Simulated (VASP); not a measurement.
# Sr4Ti3FeO12 (P4/mmm) in VASP: single point with PBEsol+U

Aim: the single point of Sr4Ti3FeO12 with PBEsol+U.

All numbers are computed with VASP 6.6.1; they aren't measurements. Logs are shortened: lines on timing, memory, paths and dates and some standing lists are left out, and cuts for length are marked.

## Step 1: The cell of the first run

It takes space group P4/mmm (No. 123, tetragonal). Conventional cell: a = 5.520 Å, b = 5.520 Å, c = 7.807 Å, α = 90.00°, β = 90.00°, γ = 90.00°. Sr (site symmetry 2mm) has 12 O at 2.75 to 2.77 Å and 2 Fe at 3.37 Å and 6 Ti at 3.37 to 3.39 Å within 3.6 Å. Within 2.6 Å of Fe (site symmetry 4/mmm) lie 6 O at 1.95 to 1.96 Å. Within 2.6 Å of Ti (site symmetry 4/mmm) lie 6 O at 1.95 Å. Within 2.6 Å of Ti (site symmetry 4/mmm) lie 6 O at 1.95 Å. Within 2.6 Å of Ti (site symmetry 4/mmm) lie 6 O at 1.95 Å. Within 2.6 Å of O (site symmetry 4mm) lie 1 Ti at 1.95 Å and 1 Fe at 1.96 Å. Within 2.6 Å of O (site symmetry 4mm) lie 2 Ti at 1.95 Å. Within 2.6 Å of O (site symmetry m2m) lie 1 Ti at 1.95 Å and 1 Fe at 1.95 Å.

## Step 2: Single point, PBEsol+U, collinear spin, ferromagnetic start

INCAR reads:

```
SYSTEM = Sr4Ti3FeO12
  ALGO = Normal
  EDIFF = 1E-6
  ENCUT = 520
  GGA = PS
  ISIF = 2
  ISMEAR = 0
  ISPIN = 2
  LASPH = .TRUE.
  LCHARG = .TRUE.
  LDAU = .TRUE.
  LDAUJ = 0 0 0 0
  LDAUL = -1 2 -1 -1
  LDAUPRINT = 1
  LDAUTYPE = 2
  LDAUU = 0 4 0 0
  LELF = .TRUE.
  LMAXMIX = 4
  LORBIT = 11
  LREAL = Auto
  LVHAR = .TRUE.
  LWAVE = .FALSE.
  MAGMOM = 0 0 0 0 4 0 0 0 0 0 0 0 0 0 0 0 0 0 0 0
  NBANDS = 98
  NELM = 150
  PREC = Accurate
  SIGMA = 0.05
```

KPOINTS reads:

```
k-points
0
G
  3 3 2
  0 0 0
```

POSCAR reads:

```
Sr4Ti3FeO12
1.0
    3.9033639000      3.9033639000      0.0000000000
   -3.9033639000      3.9033639000      0.0000000000
    0.0000000000      0.0000000000      7.8067278000
Sr Fe Ti O
4 1 3 12
Direct
    0.5000000000      0.0000000000      0.2481632609
    0.5000000000      0.0000000000      0.7518367391
    0.0000000000      0.5000000000      0.2481632609
    0.0000000000      0.5000000000      0.7518367391
    0.0000000000      1.0000000000      1.0000000000
    0.0000000000      1.0000000000      0.5000000000
    0.5000000000      0.5000000000      1.0000000000
    0.5000000000      0.5000000000      0.5000000000
    0.0000000000      1.0000000000      0.2505346730
    0.0000000000      1.0000000000      0.7494653270
    0.5000000000      0.5000000000      0.2498405822
    0.5000000000      0.5000000000      0.7501594178
    0.2502656258      0.7497343742      1.0000000000
    0.2502331082      0.7497668918      0.5000000000
    0.7497343742      0.2502656258      1.0000000000
    0.7497668918      0.2502331082      0.5000000000
    0.2502656258      0.2502656258      1.0000000000
    0.2502331082      0.2502331082      0.5000000000
    0.7497343742      0.7497343742      1.0000000000
    0.7497668918      0.7497668918      0.5000000000
```

Potentials or basis: VASP PAW PBE potentials, release 64 (Sr_sv, Fe, Ti_sv, O).

Run with:

```bash
$ cat potpaw_PBE.64/Sr_sv/POTCAR potpaw_PBE.64/Fe/POTCAR potpaw_PBE.64/Ti_sv/POTCAR potpaw_PBE.64/O/POTCAR > POTCAR
$ mpirun -np 1 vasp_std > vasp.out
```

OUTCAR:

```text
SYSTEM = Sr4Ti3FeO12
   EDIFF = 1E-6
   ENCUT = 520
   GGA = PS
   ISIF = 2
   ISMEAR = 0
   ISPIN = 2
   LASPH = .TRUE.
   LORBIT = 11
   LREAL = Auto
   NELM = 150
   PREC = Accurate

 ion  position               nearest neighbor table
   1  0.500  0.000  0.248-  13 2.75  15 2.75  17 2.75  19 2.75  11 2.76  11 2.76   9 2.76   9 2.76
                            16 2.77  20 2.77  14 2.77  18 2.77   7 3.37   5 3.37   5 3.37   7 3.37
   2  0.500  0.000  0.752-  13 2.75  15 2.75  17 2.75  19 2.75  12 2.76  12 2.76  10 2.76  10 2.76
                            16 2.77  20 2.77  14 2.77  18 2.77   7 3.37   5 3.37   5 3.37   7 3.37
   3  0.000  0.500  0.248-  13 2.75  15 2.75  17 2.75  19 2.75  11 2.76  11 2.76   9 2.76   9 2.76
                            16 2.77  20 2.77  14 2.77  18 2.77   5 3.37   5 3.37   7 3.37   7 3.37
   4  0.000  0.500  0.752-  13 2.75  15 2.75  17 2.75  19 2.75  12 2.76  12 2.76  10 2.76  10 2.76
                            16 2.77  20 2.77  14 2.77  18 2.77   5 3.37   5 3.37   7 3.37   7 3.37
   5  0.000  0.000  0.000-  13 1.95  15 1.95  17 1.95  19 1.95   9 1.96  10 1.96   3 3.37   4 3.37
                             1 3.37   2 3.37   3 3.37   4 3.37   1 3.37   2 3.37
   6  0.000  0.000  0.500-   9 1.95  10 1.95  14 1.95  16 1.95  18 1.95  20 1.95   3 3.39   4 3.39
                             1 3.39   2 3.39   3 3.39   4 3.39   1 3.39   2 3.39
   7  0.500  0.500  0.000-  13 1.95  15 1.95  17 1.95  19 1.95  11 1.95  12 1.95   3 3.37   4 3.37
                             1 3.37   2 3.37   1 3.37   2 3.37   3 3.37   4 3.37
   8  0.500  0.500  0.500-  14 1.95  16 1.95  18 1.95  20 1.95  11 1.95  12 1.95   3 3.39   4 3.39
                             1 3.39   2 3.39   1 3.39   2 3.39   3 3.39   4 3.39
   9  0.000  0.000  0.251-   6 1.95   5 1.96   1 2.76   3 2.76   3 2.76   1 2.76
  10  0.000  0.000  0.749-   6 1.95   5 1.96   2 2.76   4 2.76   4 2.76   2 2.76
  11  0.500  0.500  0.250-   7 1.95   8 1.95   1 2.76   3 2.76   1 2.76   3 2.76
  12  0.500  0.500  0.750-   7 1.95   8 1.95   2 2.76   4 2.76   2 2.76   4 2.76
  13  0.250  0.750  0.000-   7 1.95   5 1.95   3 2.75   4 2.75   1 2.75   2 2.75
  14  0.250  0.750  0.500-   8 1.95   6 1.95   3 2.77   4 2.77   1 2.77   2 2.77
  15  0.750  0.250  0.000-   7 1.95   5 1.95   3 2.75   4 2.75   1 2.75   2 2.75
  16  0.750  0.250  0.500-   8 1.95   6 1.95   3 2.77   4 2.77   1 2.77   2 2.77
  17  0.250  0.250  0.000-   7 1.95   5 1.95   3 2.75   4 2.75   1 2.75   2 2.75
  18  0.250  0.250  0.500-   8 1.95   6 1.95   3 2.77   4 2.77   1 2.77   2 2.77
  19  0.750  0.750  0.000-   7 1.95   5 1.95   3 2.75   4 2.75   1 2.75   2 2.75
  20  0.750  0.750  0.500-   8 1.95   6 1.95   3 2.77   4 2.77   1 2.77   2 2.77

  LATTYP: Found a simple tetragonal cell.
 ALAT       =     5.5201901663
 C/A-ratio  =     1.4142135624

  Lattice vectors:

 A1 = (   3.9033639000,   3.9033639000,   0.0000000000)
 A2 = (  -3.9033639000,   3.9033639000,   0.0000000000)
 A3 = (   0.0000000000,   0.0000000000,   7.8067278000)

Analysis of symmetry for initial positions (statically):
=====================================================================
 Subroutine PRICEL returns:
 Original cell was already a primitive cell.

 Routine SETGRP: Setting up the symmetry group for a
 simple tetragonal supercell.

 Subroutine GETGRP returns: Found 16 space group operations
 (whereof 16 operations were pure point group operations)
 out of a pool of 16 trial point group operations.

The static configuration has the point symmetry D_4h.

Analysis of symmetry for dynamics (positions and initial velocities):
=====================================================================
 Subroutine PRICEL returns:
 Original cell was already a primitive cell.

 Routine SETGRP: Setting up the symmetry group for a
 simple tetragonal supercell.

 Subroutine GETGRP returns: Found 16 space group operations
 (whereof 16 operations were pure point group operations)
 out of a pool of 16 trial point group operations.

The dynamic configuration has the point symmetry D_4h.

Analysis of structural, dynamic, and magnetic symmetry:
=====================================================================
 Subroutine PRICEL returns:
 Original cell was already a primitive cell.

 Routine SETGRP: Setting up the symmetry group for a
 simple tetragonal supercell.

 Subroutine GETGRP returns: Found 16 space group operations
 (whereof 16 operations were pure point group operations)
[... 168 lines left out ...]
  0.9843  0.0000  0.0000  0.0000  0.0000
  0.0000  0.9835  0.0000  0.0000 -0.0000
  0.0000  0.0000  0.9601 -0.0000 -0.0000
  0.0000  0.0000 -0.0000  0.9835  0.0000
  0.0000 -0.0000 -0.0000  0.0000  0.9553

spin component  2

  0.1230 -0.0000  0.0000  0.0000 -0.0000
 -0.0000  0.1265 -0.0000  0.0000  0.0000
  0.0000 -0.0000  0.3282  0.0000  0.0000
  0.0000  0.0000  0.0000  0.1265 -0.0000
 -0.0000  0.0000  0.0000 -0.0000  0.3315

 occupancies and eigenvectors

  o =  0.1230  v =  0.0000  0.0000  0.0000  0.0000  0.0000  1.0000  0.0000  0.0000  0.0000  0.0000      0.0000  0.0000  0.0000  0.0000  0.0000  0.0000  0.0000  0.0000  0.0000  0.0000
  o =  0.1265  v =  0.0000  0.0000  0.0000  0.0000  0.0000  0.0000  0.9999 -0.0000 -0.0109  0.0000      0.0000  0.0000  0.0000  0.0000  0.0000  0.0000  0.0000  0.0000  0.0000  0.0000
  o =  0.1265  v =  0.0000  0.0000  0.0000  0.0000  0.0000  0.0000 -0.0109 -0.0000 -0.9999  0.0000      0.0000  0.0000  0.0000  0.0000  0.0000  0.0000  0.0000  0.0000  0.0000  0.0000
  o =  0.3282  v =  0.0000  0.0000  0.0000  0.0000  0.0000  0.0000  0.0000  1.0000 -0.0000 -0.0000      0.0000  0.0000  0.0000  0.0000  0.0000  0.0000  0.0000  0.0000  0.0000  0.0000
  o =  0.3315  v =  0.0000  0.0000  0.0000  0.0000  0.0000  0.0000 -0.0000  0.0000  0.0000  1.0000      0.0000  0.0000  0.0000  0.0000  0.0000  0.0000  0.0000  0.0000  0.0000  0.0000
  o =  0.9553  v =  0.0000  0.0000 -0.0000 -0.0000 -1.0000  0.0000  0.0000  0.0000  0.0000  0.0000      0.0000  0.0000  0.0000  0.0000  0.0000  0.0000  0.0000  0.0000  0.0000  0.0000
  o =  0.9601  v =  0.0000  0.0000  1.0000 -0.0000 -0.0000  0.0000  0.0000  0.0000  0.0000  0.0000      0.0000  0.0000  0.0000  0.0000  0.0000  0.0000  0.0000  0.0000  0.0000  0.0000
  o =  0.9835  v =  0.0000 -0.0002  0.0000  1.0000 -0.0000  0.0000  0.0000  0.0000  0.0000  0.0000      0.0000  0.0000  0.0000  0.0000  0.0000  0.0000  0.0000  0.0000  0.0000  0.0000
  o =  0.9835  v =  0.0000  1.0000 -0.0000  0.0002  0.0000  0.0000  0.0000  0.0000  0.0000  0.0000      0.0000  0.0000  0.0000  0.0000  0.0000  0.0000  0.0000  0.0000  0.0000  0.0000
  o =  0.9843  v =  1.0000  0.0000  0.0000  0.0000  0.0000  0.0000  0.0000  0.0000  0.0000  0.0000      0.0000  0.0000  0.0000  0.0000  0.0000  0.0000  0.0000  0.0000  0.0000  0.0000

 number of electron     155.9999982 magnetization       4.1270410

 Free energy of the ion-electron system (eV)
  ---------------------------------------------------
  ext. energy  EPLUGINS =         0.00000000
  ---------------------------------------------------
  free energy    TOTEN  =      -159.93001871 eV

  energy without entropy =     -159.92540675  energy(sigma->0) =     -159.92771273

 E-fermi :   3.7443     XC(G=0): -11.5150

 val. band max:        3.7330525216   @ k =   0.0000   0.0000   0.0000
 cond. band min:       3.7460106886   @ k =   0.0000   0.0000   0.5000
 fundamental gap:      0.0129581670
 Fermi energy:         3.7443075285

 spin component 1

 k-point     1 :       0.0000    0.0000    0.0000
  band No.  band energies     occupation
      1     -52.5462      1.00000
      2     -52.4840      1.00000
      3     -52.4678      1.00000
      4     -29.0019      1.00000
      5     -28.9655      1.00000
      6     -28.9655      1.00000
[... 547 lines left out ...]
     89       7.5994      0.00000
     90       7.6646      0.00000
 Fermi energy:         3.7443075285

 spin component 2

 k-point     1 :       0.0000    0.0000    0.0000
  band No.  band energies     occupation
      1     -52.4920      1.00000
      2     -52.4621      1.00000
      3     -52.4488      1.00000
      4     -28.9788      1.00000
      5     -28.9087      1.00000
      6     -28.9087      1.00000
[... 547 lines left out ...]
     89       7.6124      0.00000
     90       7.6800      0.00000
 [bands above 90 left out]

------------------------ aborting loop because EDIFF is reached ----------------------------------------

  FORCE on cell =-STRESS in cart. coord.  units (eV):
  Direction    XX          YY          ZZ          XY          YZ          ZX
  --------------------------------------------------------------------------------------
  -------------------------------------------------------------------------------------
  Total       -3.7217744     -3.7217744     -3.5751913      0.0000000     -0.0000000     -0.0000000
  in kB      -25.0659121    -25.0659121    -24.0786841      0.0000000     -0.0000000     -0.0000000
  external PRESSURE =     -24.7368361 kB  Pullay stress =       0.0000000 kB

 VOLUME and BASIS-vectors are now :
 -----------------------------------------------------------------------------
  energy-cutoff  :      520.00
  volume of cell :      237.89
      direct lattice vectors                 reciprocal lattice vectors
     3.903363900  3.903363900  0.000000000     0.128094642  0.128094642  0.000000000
    -3.903363900  3.903363900  0.000000000    -0.128094642  0.128094642  0.000000000
     0.000000000  0.000000000  7.806727800     0.000000000  0.000000000  0.128094642

 POSITION                                       TOTAL-FORCE (eV/Angst)
 -----------------------------------------------------------------------------------
      1.95168      1.95168      1.93734         0.000000      0.000000     -0.024089
      1.95168      1.95168      5.86938         0.000000      0.000000      0.024089
     -1.95168      1.95168      1.93734        -0.000000      0.000000     -0.024089
     -1.95168      1.95168      5.86938         0.000000      0.000000      0.024089
      0.00000      0.00000      0.00000         0.000000      0.000000      0.000000
      0.00000      0.00000      3.90336         0.000000      0.000000      0.000000
[... 12 lines left out ...]
      0.00000      5.85297      0.00000         0.000000      0.087275      0.000000
      0.00000      5.85323      3.90336         0.000000     -0.007180      0.000000
 -----------------------------------------------------------------------------------
    total drift:                                0.000000      0.000000      0.000000

  FREE ENERGIE OF THE ION-ELECTRON SYSTEM (eV)
  ---------------------------------------------------
  free  energy   TOTEN  =      -159.9300187087 eV

  energy  without entropy=     -159.9254067525  energy(sigma->0) =     -159.92771273

 total charge

# of ion       s       p       d       tot
------------------------------------------
    1        1.997   5.760   0.204   7.961
    2        1.997   5.760   0.204   7.961
    3        1.997   5.760   0.204   7.961
    4        1.997   5.760   0.204   7.961
    5        0.422   0.673   5.872   6.967
    6        2.234   6.317   1.786  10.338
[... 12 lines left out ...]
   19        1.561   3.436   0.000   4.997
   20        1.560   3.468   0.000   5.028
--------------------------------------------------
tot         33.837  84.097  12.048 129.983

 magnetization (x)

# of ion       s       p       d       tot
------------------------------------------
    1        0.000   0.000   0.001   0.002
    2        0.000   0.000   0.001   0.002
    3        0.000   0.000   0.001   0.002
    4        0.000   0.000   0.001   0.002
    5        0.016   0.022   3.827   3.865
    6        0.004  -0.003   0.038   0.039
[... 12 lines left out ...]
   19        0.005   0.008   0.000   0.013
   20        0.000  -0.001   0.000  -0.001
--------------------------------------------------
tot          0.060   0.064   3.934   4.058
```

It took 14 min on 1 thread of AMD EPYC 7R43 (Zen 3), shared host; peak memory 0.45 GiB.

What came out:

* Free energy: -159.9300 eV
* Pressure: -2.5 GPa
* Largest force: 0.087 eV/Å
* Net moment: 4.13 μB per cell
* Site moments: Sr +0.00; Fe +3.87; Ti +0.04, +0.06, +0.01; O +0.02, -0.00, +0.01 (each value once) μB
* Valence electrons inside the program's atomic spheres: Sr 7.96; Fe 6.97; Ti 10.34, 10.35 (each value once); O 5.00, 5.03 (each value once)

Forces in eV/Å, atoms in the order of the input:
```
Sr   0.000  0.000 -0.024
Sr   0.000  0.000  0.024
Sr   0.000  0.000 -0.024
Sr   0.000  0.000  0.024
Fe   0.000  0.000  0.000
Ti   0.000  0.000  0.000
Ti   0.000  0.000  0.000
Ti   0.000  0.000  0.000
O    0.000  0.000 -0.054
O    0.000  0.000  0.054
O    0.000  0.000  0.023
O    0.000  0.000 -0.023
O   -0.087  0.000  0.000
O    0.007  0.000  0.000
O    0.087  0.000  0.000
O   -0.007  0.000  0.000
O    0.000 -0.087  0.000
O    0.000  0.007  0.000
O    0.000  0.087  0.000
O    0.000 -0.007  0.000
```

Stress tensor (GPa, compression positive):
```
-2.51  0.00  0.00
 0.00 -2.51  0.00
 0.00  0.00 -2.41
```

Levels at points of the mesh, in eV from the Fermi level:
Spin up:
| k point | band 76 | band 77 | band 78 | band 79 | band 80 | band 81 | band 82 | band 83 | band 84 | band 85 |
| --- | --- | --- | --- | --- | --- | --- | --- | --- | --- | --- |
| (0.00, 0.00, 0.00) | -0.44 | -0.44 | -0.17 | -0.05 | -0.05 | -0.04 | 1.88 | 2.39 | 2.39 | 3.10 |
| (0.00, 0.00, 0.50) | -0.69 | -0.54 | -0.54 | -0.16 | -0.05 | 0.00 | 1.88 | 2.88 | 2.88 | 3.09 |
Spin down:
```tsv
k point	band 74	band 75	band 76	band 77	band 78	band 79
(0.00, 0.00, 0.00)	-0.02	-0.01	-0.01	1.38	1.50	1.50
(0.00, 0.00, 0.50)	-0.61	-0.09	-0.05	1.39	1.90	2.09
```

Eigenvalues of the final occupation matrices:
```csv
site,spin,trace,eigenvalues
site 5 d,1,4.87,0.96 0.96 0.98 0.98 0.98
site 5 d,2,1.04,0.12 0.13 0.13 0.33 0.33
```

Caveat: the k points lie up to 0.40 Å⁻¹ apart; the PAW data sets were made with another functional, which shifts forces and pressure a little; a cell with one magnetic atom can't hold antiferromagnetic order, which such compounds often take. The state reached can hang on the start; a lower one may exist.
